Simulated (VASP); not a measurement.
# PbSe (Cmcm) in VASP: notebook

PbSe is run at these levels: PBEsol, PBE; tasks: single point.

All numbers are computed with VASP 6.6.1; they aren't measurements. Logs are shortened: lines on timing, memory, paths and dates and some standing lists are left out, and cuts for length are marked.

## Step 1: The cell of the first run

The structure is orthorhombic, space group Cmcm (No. 63). Conventional cell: a = 4.366 Å, b = 12.428 Å, c = 4.509 Å, α = 90.00°, β = 90.00°, γ = 90.00°. Pb (site symmetry m2m) has 5 Se at 2.85 to 3.14 Å within 3.8 Å. Se (site symmetry m2m) has 5 Pb at 2.85 to 3.14 Å within 3.8 Å.

## Step 2: Single point, PBEsol (functional PBEsol, strained)

Contents of INCAR:

```
SYSTEM = PbSe
ALGO = Normal
EDIFF = 1E-6
ENCUT = 520
GGA = PS
ISIF = 2
ISMEAR = 0
LASPH = .TRUE.
LCHARG = .FALSE.
LREAL = .FALSE.
LWAVE = .FALSE.
NBANDS = 28
NELM = 100
PREC = Accurate
SIGMA = 0.02
```

Contents of KPOINTS:

```
k-points
0
G
  8 8 6
  0 0 0
```

Contents of POSCAR:

```
PbSe
1.0
    2.1830839246     -6.2142407208      0.0000000000
    2.1830839246      6.2142407208      0.0000000000
    0.0000000000      0.0000000000      4.5087505308
Pb Se
2 2
Direct
    0.6317607300      0.3682392700      0.7500000000
    0.3682392700      0.6317607300      0.2500000000
    0.8612899600      0.1387100400      0.7500000000
    0.1387100400      0.8612899600      0.2500000000
```

Potentials or basis: VASP PAW PBE potentials, release 64 (Pb_d, Se).

Run with:

```bash
cat potpaw_PBE.64/Pb_d/POTCAR potpaw_PBE.64/Se/POTCAR > POTCAR
mpirun -np 1 vasp_std > vasp.out
```

OUTCAR:

```text
SYSTEM = PbSe
   EDIFF = 1E-6
   ENCUT = 520
   GGA = PS
   ISIF = 2
   ISMEAR = 0
   LASPH = .TRUE.
   LREAL = .FALSE.
   NELM = 100
   PREC = Accurate

 ion  position               nearest neighbor table
   1  0.632  0.368  0.750-   3 2.85   4 3.14   4 3.14   4 3.14   4 3.14   2 3.98   2 3.98
   2  0.368  0.632  0.250-   4 2.85   3 3.14   3 3.14   3 3.14   3 3.14   1 3.98   1 3.98
   3  0.861  0.139  0.750-   1 2.85   2 3.14   2 3.14   2 3.14   2 3.14
   4  0.139  0.861  0.250-   2 2.85   1 3.14   1 3.14   1 3.14   1 3.14

  LATTYP: Found a base centered orthorhombic cell.
 ALAT       =     4.3661678492
 B/A-ratio  =     2.8465422931
 C/A-ratio  =     1.0326562529

  Lattice vectors:

 A1 = (   2.1830839246,  -6.2142407208,   0.0000000000)
 A2 = (   2.1830839246,   6.2142407208,   0.0000000000)
 A3 = (   0.0000000000,   0.0000000000,   4.5087505308)

Analysis of symmetry for initial positions (statically):
=====================================================================
 Subroutine PRICEL returns:
 Original cell was already a primitive cell.

 Routine SETGRP: Setting up the symmetry group for a
 base centered orthorhombic supercell.

 Subroutine GETGRP returns: Found  8 space group operations
 (whereof  4 operations were pure point group operations)
 out of a pool of  8 trial point group operations.

The static configuration has the point symmetry C_2h.
 The point group associated with its full space group is D_2h.

Analysis of symmetry for dynamics (positions and initial velocities):
=====================================================================
 Subroutine PRICEL returns:
 Original cell was already a primitive cell.

 Routine SETGRP: Setting up the symmetry group for a
 base centered orthorhombic supercell.

 Subroutine GETGRP returns: Found  8 space group operations
 (whereof  4 operations were pure point group operations)
 out of a pool of  8 trial point group operations.

The dynamic configuration has the point symmetry C_2h.
 The point group associated with its full space group is D_2h.

 Subroutine INISYM returns: Found  8 space group operations
 (whereof  4 operations are pure point group operations),
 and found     1 'primitive' translations

----------------------------------------------------------------------------------------

                                     Primitive cell

  volume of cell :     122.3333

  direct lattice vectors                    reciprocal lattice vectors
     2.183083925 -6.214240721  0.000000000     0.229033797 -0.080460353  0.000000000
     2.183083925  6.214240721  0.000000000     0.229033797  0.080460353  0.000000000
     0.000000000  0.000000000  4.508750531     0.000000000  0.000000000  0.221790936

  length of vectors
     6.586550171  6.586550171  4.508750531     0.242755738  0.242755738  0.221790936

  position of ions in fractional coordinates (direct lattice)
     0.631760730  0.368239270  0.750000000
     0.368239270  0.631760730  0.250000000
     0.861289960  0.138710040  0.750000000
     0.138710040  0.861289960  0.250000000

  ion indices of the primitive-cell ions
   primitive index   ion index
                 1           1
                 2           2
                 3           3
                 4           4

----------------------------------------------------------------------------------------

 KPOINTS: k-points

Automatic generation of k-mesh.
 Grid dimensions read from file:
 generate k-points for:    8    8    6

 Generating k-lattice:

  Cartesian coordinates                     Fractional coordinates (reciprocal lattice)
     0.028629225 -0.010057544  0.000000000     0.125000000 -0.000000000  0.000000000
     0.028629225  0.010057544  0.000000000    -0.000000000  0.125000000  0.000000000
     0.000000000  0.000000000  0.036965156     0.000000000  0.000000000  0.166666667

  Length of vectors
     0.030344467  0.030344467  0.036965156

  Shift w.r.t. Gamma in fractional coordinates (k-lattice)
     0.000000000  0.000000000  0.000000000

 Subroutine IBZKPT returns following result:
 ===========================================

 Found     84 irreducible k-points:

 Following reciprocal coordinates:
            Coordinates               Weight
  0.000000  0.000000  0.000000      1.000000
  0.125000  0.000000  0.000000      4.000000
  0.250000  0.000000  0.000000      4.000000
  0.375000  0.000000  0.000000      4.000000
  0.500000  0.000000  0.000000      2.000000
  0.125000  0.125000  0.000000      2.000000
[... 16 lines left out ...]
  0.125000  0.000000  0.166667      8.000000
  0.250000  0.000000  0.166667      8.000000
 [... further k-points ...]
   k-points           NKPTS =     84   k-points in BZ     NKDIM =     84   number of bands    NBANDS=     28
   number of dos      NEDOS =    301   number of ions     NIONS =      4
   total plane-waves  NPLWV =  90000
   dimension x,y,z NGX =    50 NGY =   50 NGZ =   36
   dimension x,y,z NGXF=   100 NGYF=  100 NGZF=   72
   ions per type =               2   2
   NGX,Y,Z   is equivalent  to a cutoff of  12.62, 12.62, 13.27 a.u.
   NGXF,Y,Z  is equivalent  to a cutoff of  25.24, 25.24, 26.55 a.u.
 SYSTEM =  PbSe
   PREC   = accura    normal or accurate (medium, high low for compatibility)
   ISTART =      0    job   : 0-new  1-cont  2-samecut
   ICHARG =      2    charge: 1-file 2-atom 10-const
   ISPIN  =      1    spin polarized calculation?
   LNONCOLLINEAR =      F non collinear calculations
   LSORBIT =      F    spin-orbit coupling
   LASPH  =      T    aspherical Exc in radial PAW
   ENCUT  =  520.0 eV  38.22 Ry    6.18 a.u.  12.25 12.25  8.38*2*pi/ulx,y,z
   NELM   =    100;   NELMIN=  2; NELMDL= -5     # of ELM steps
   EDIFF  = 0.1E-05   stopping-criterion for ELM
   LREAL  =      F    real-space projection
   EDIFFG = 0.1E-04   stopping-criterion for IOM
   NSW    =      0    number of steps for IOM
   IBRION =     -1    ionic relax: 0-MD 1-quasi-New 2-CG
   NFREE  =      0    steps in history (QN), initial steepest desc. (CG)
   ISIF   =      2    stress and relaxation
   ISYM   =      2    0-nonsym 1-usesym 2-fastsym
   POTIM  = 0.5000    time-step for ionic-motion
   TEBEG  =    0.0;   TEEND  =   0.0 temperature during run
   PSTRESS=    0.0 pullay stress
   NELECT =      40.0000    total number of electrons
   NUPDOWN=      -1.0000    fix difference up-down
   EMIN   =  10.00;   EMAX   =-10.00  energy-range for DOS
   EFERMI =   0.00;   METHOD = LEGACY
   ISMEAR =     0;   SIGMA  =   0.02  broadening in eV -4-tet -1-fermi 0-gaus
   EFERMI_NEDOS =   21; number of points for ismear=-14 and -15
   IALGO  =     38    algorithm
   IMIX   =      4    mixing-type and parameters
     AMIX     =   0.40;   BMIX     =  1.00
     AMIX_MAG =   1.60;   BMIX_MAG =  1.00
  volume/ion in A,a.u.               =      30.58       206.39
  Fermi-wavevector in a.u.,A,eV,Ry     =   1.127838  2.131304 17.306853  1.272018
  Thomas-Fermi vector in A             =   2.264525
   LORBIT       =      0    0 simple, 1 ext, 2 COOP (PROOUT), +10 PAW based schemes
   GGA     = PS    functional components
   LHFCALC =     F    Hartree Fock is set to
   AEXX    =    0.0000 exact exchange contribution
   IVDW    =     0    specifies the selected vdW correction
   LEPSILON=     F    determine dielectric tensor
   LRPA    =     F    only Hartree local field effects (RPA)
 non-spin polarized calculation
 Gauss-broadening in eV      SIGMA  =   0.02
  energy-cutoff  :      520.00
  volume of cell :      122.33
 maximum number of plane-waves:      3321
 NGX is ok and might be reduce to    50
   NGX = 25   NGY = 25   NGZ = 17

 number of electron      40.0000001 magnetization

 Free energy of the ion-electron system (eV)
  ---------------------------------------------------
  ext. energy  EPLUGINS =         0.00000000
  ---------------------------------------------------
  free energy    TOTEN  =       -17.54463978 eV

  energy without entropy =      -17.54463978  energy(sigma->0) =      -17.54463978

 E-fermi :   3.7855     XC(G=0):  -9.4329

 val. band max:        3.6888578968   @ k =   0.2500   0.1250   0.0000
 cond. band min:       4.7579570846   @ k =   0.3750   0.3750   0.0000
 fundamental gap:      1.0690991878
 Fermi energy:         3.7854622355

 k-point     1 :       0.0000    0.0000    0.0000
  band No.  band energies     occupation
      1     -12.6480      2.00000
      2     -12.5826      2.00000
      3     -12.5773      2.00000
      4     -12.5757      2.00000
      5     -12.5572      2.00000
      6     -12.5519      2.00000
[... 20 lines left out ...]
     27       9.0501      0.00000
     28      10.5243      0.00000

 k-point     2 :       0.1250    0.0000    0.0000
  band No.  band energies     occupation
      1     -12.6417      2.00000
      2     -12.5799      2.00000
      3     -12.5752      2.00000
      4     -12.5719      2.00000
      5     -12.5603      2.00000
      6     -12.5531      2.00000
[... 20 lines left out ...]
     27       9.3145      0.00000
     28      10.6605      0.00000

 k-point     3 :       0.2500    0.0000    0.0000
  band No.  band energies     occupation
      1     -12.6256      2.00000
      2     -12.5756      2.00000
      3     -12.5744      2.00000
      4     -12.5680      2.00000
      5     -12.5606      2.00000
      6     -12.5558      2.00000
[... 20 lines left out ...]
     27      10.2252      0.00000
     28      11.1505      0.00000

 k-point     4 :       0.3750    0.0000    0.0000
  band No.  band energies     occupation
      1     -12.6059      2.00000
      2     -12.5785      2.00000
      3     -12.5758      2.00000
      4     -12.5757      2.00000
      5     -12.5562      2.00000
      6     -12.5556      2.00000
[... 20 lines left out ...]
     27      11.4401      0.00000
     28      11.8258      0.00000

 k-point     5 :       0.5000    0.0000    0.0000
  band No.  band energies     occupation
      1     -12.5908      2.00000
      2     -12.5847      2.00000
      3     -12.5797      2.00000
      4     -12.5794      2.00000
      5     -12.5566      2.00000
      6     -12.5546      2.00000
[... 20 lines left out ...]
     27      11.5905      0.00000
     28      12.5202      0.00000

 k-point     6 :       0.1250    0.1250    0.0000
  band No.  band energies     occupation
      1     -12.6263      2.00000
      2     -12.5776      2.00000
      3     -12.5725      2.00000
      4     -12.5661      2.00000
      5     -12.5633      2.00000
      6     -12.5559      2.00000
[... 463 lines left out ...]
      5     -12.5584      2.00000
      6     -12.5540      2.00000
[... 20 lines left out ...]
     27       9.6671      0.00000
     28      10.7255      0.00000

 k-point    22 :       0.0000    0.0000    0.1667
  band No.  band energies     occupation
      1     -12.6372      2.00000
      2     -12.5830      2.00000
      3     -12.5783      2.00000
      4     -12.5673      2.00000
      5     -12.5632      2.00000
      6     -12.5596      2.00000
[... 20 lines left out ...]
     27       9.1628      0.00000
     28      11.0462      0.00000

 k-point    23 :       0.1250    0.0000    0.1667
  band No.  band energies     occupation
      1     -12.6332      2.00000
      2     -12.5806      2.00000
      3     -12.5765      2.00000
      4     -12.5672      2.00000
      5     -12.5664      2.00000
      6     -12.5584      2.00000
[... 20 lines left out ...]
     27       9.9429      0.00000
     28      11.1291      0.00000

 k-point    24 :       0.2500    0.0000    0.1667
  band No.  band energies     occupation
      1     -12.6238      2.00000
      2     -12.5841      2.00000
      3     -12.5763      2.00000
      4     -12.5674      2.00000
      5     -12.5649      2.00000
      6     -12.5518      2.00000
[... 20 lines left out ...]
     27      10.6995      0.00000
     28      11.0610      0.00000

 [... further k-points ...]
[... 5 lines left out ...]
  --------------------------------------------------------------------------------------
  -------------------------------------------------------------------------------------
  Total       -2.6252005     -2.2652242     -2.6698797      0.0000000      0.0000000      0.0000000
  in kB      -34.3817794    -29.6672348    -34.9669348      0.0000000      0.0000000      0.0000000
  external PRESSURE =     -33.0053163 kB  Pullay stress =       0.0000000 kB

 VOLUME and BASIS-vectors are now :
 -----------------------------------------------------------------------------
  energy-cutoff  :      520.00
  volume of cell :      122.33
      direct lattice vectors                 reciprocal lattice vectors
     2.183083925 -6.214240721  0.000000000     0.229033797 -0.080460353  0.000000000
     2.183083925  6.214240721  0.000000000     0.229033797  0.080460353  0.000000000
     0.000000000  0.000000000  4.508750531     0.000000000  0.000000000  0.221790936

 POSITION                                       TOTAL-FORCE (eV/Angst)
 -----------------------------------------------------------------------------------
      2.18308     -1.63759      3.38156         0.000000     -0.200451      0.000000
      2.18308      1.63759      1.12719         0.000000      0.200451     -0.000000
      2.18308     -4.49029      3.38156         0.000000      0.083312     -0.000000
      2.18308      4.49029      1.12719         0.000000     -0.083312      0.000000
 -----------------------------------------------------------------------------------
    total drift:                               -0.000000     -0.000000     -0.000000

  FREE ENERGIE OF THE ION-ELECTRON SYSTEM (eV)
  ---------------------------------------------------
  free  energy   TOTEN  =       -17.5446397799 eV

  energy  without entropy=      -17.5446397799  energy(sigma->0) =      -17.54463978
```

It took 3.1 min on 1 thread of Intel Xeon 6975P-C (Granite Rapids), shared host; peak memory 0.44 GiB.

Results:

```yaml
Free_energy: -17.5446 eV
Pressure: -3.3 GPa
Largest_force: 0.200 eV/Å
Band_gap_on_the_k_mesh: 1.07 eV, indirect (least direct gap 1.15 eV)
```

Forces in eV/Å, atoms in the order of the input:
```
Pb   0.000 -0.200  0.000
Pb   0.000  0.200  0.000
Se   0.000  0.083  0.000
Se   0.000 -0.083  0.000
```

Levels at points of the mesh, in eV from the valence-band top:
| k point | band 17 | band 18 | band 19 | band 20 | band 21 | band 22 | band 23 | band 24 |
| --- | --- | --- | --- | --- | --- | --- | --- | --- |
| (0.00, 0.00, 0.00) | -1.98 | -1.40 | -1.15 | -0.31 | 4.35 | 4.48 | 4.57 | 5.16 |
| (0.50, 0.00, 0.00) | -1.06 | -0.80 | -0.46 | -0.22 | 1.48 | 1.62 | 1.87 | 2.63 |
| (0.50, 0.50, 0.00) | -1.64 | -1.62 | -0.96 | -0.50 | 1.15 | 4.19 | 4.36 | 4.63 |
| (0.00, 0.00, 0.50) | -0.76 | -0.76 | -0.04 | -0.04 | 1.52 | 1.52 | 2.36 | 2.36 |
| (0.50, 0.00, 0.50) | -2.84 | -2.84 | -1.16 | -1.16 | 3.12 | 3.12 | 5.28 | 5.28 |
| (0.50, 0.50, 0.50) | -0.87 | -0.87 | -0.36 | -0.36 | 1.24 | 1.24 | 2.79 | 2.79 |

Caveat: the cell differs from its parent crystal (functional PBEsol, strained); the PAW data sets were made with another functional, which shifts forces and pressure a little; spin-orbit coupling is left out, which moves the levels of the heavy elements. A k mesh can miss the band edges.

## Step 3: Single point, PBE

This run uses another cell than the first one, of 30.20 Å³/atom, 0.987 times its volume.

Contents of INCAR:

```
PREC = Accurate ; ENCUT = 520
EDIFF = 1E-7 ; ISMEAR = 0
SIGMA = 0.02 ; LREAL = F
LASPH = T ; NELM = 100
ALGO = Normal ; ISIF = 2
LWAVE = F ; LCHARG = F
GGA = PE ; NBANDS = 28
```

Contents of KPOINTS:

```
regular mesh
0
Gamma
  8 8 6
```

Contents of POSCAR:

```
PbSe
1.0
    2.1680521131     -6.2137668737      0.0000000000
    2.1680521131      6.2137668737      0.0000000000
    0.0000000000      0.0000000000      4.4835200319
Pb Se
2 2
Direct
    0.6345107978      0.3654892022      0.7500000000
    0.3654892022      0.6345107978      0.2500000000
    0.8633164201      0.1366835799      0.7500000000
    0.1366835799      0.8633164201      0.2500000000
```

Potentials or basis: VASP PAW PBE potentials, release 64 (Pb_d, Se).

Run with:

```bash
cat potpaw_PBE.64/Pb_d/POTCAR potpaw_PBE.64/Se/POTCAR > POTCAR
mpirun -np 1 vasp_std > vasp.out
```

Run time: 13 min. Hardware: 1 thread of AMD EPYC 7R13, shared host; peak memory 0.41 GiB.

The run converged. Its results:

| Quantity | Value |
| --- | --- |
| Free energy | -16.2012 eV |
| Pressure | 0.0 GPa |
| Largest force | 0.010 eV/Å |
| Band gap on the k mesh | 1.12 eV, indirect (least direct gap 1.25 eV) |

Forces on the atoms (eV/Å):
```
Pb   0.000  0.007  0.000
Pb   0.000 -0.007  0.000
Se   0.000 -0.010  0.000
Se   0.000  0.010  0.000
```

Levels at points of the mesh, in eV from the valence-band top:
| k point | band 18 | band 19 | band 20 | band 21 | band 22 | band 23 |
| --- | --- | --- | --- | --- | --- | --- |
| (0.00, 0.00, 0.00) | -1.48 | -1.26 | -0.39 | 4.41 | 4.52 | 4.72 |
| (0.50, 0.00, 0.00) | -0.86 | -0.43 | -0.19 | 1.48 | 1.66 | 1.92 |
| (0.50, 0.50, 0.00) | -1.68 | -1.05 | -0.65 | 1.28 | 4.37 | 4.37 |
| (0.00, 0.00, 0.50) | -0.83 | 0.00 | 0.00 | 1.56 | 1.56 | 2.39 |
| (0.50, 0.00, 0.50) | -2.93 | -1.23 | -1.23 | 3.18 | 3.18 | 5.46 |
| (0.50, 0.50, 0.50) | -0.94 | -0.29 | -0.29 | 1.25 | 1.25 | 2.80 |

Caveat: spin-orbit coupling is left out, which moves the levels of the heavy elements.

(Part 1 of 2 ends here.)
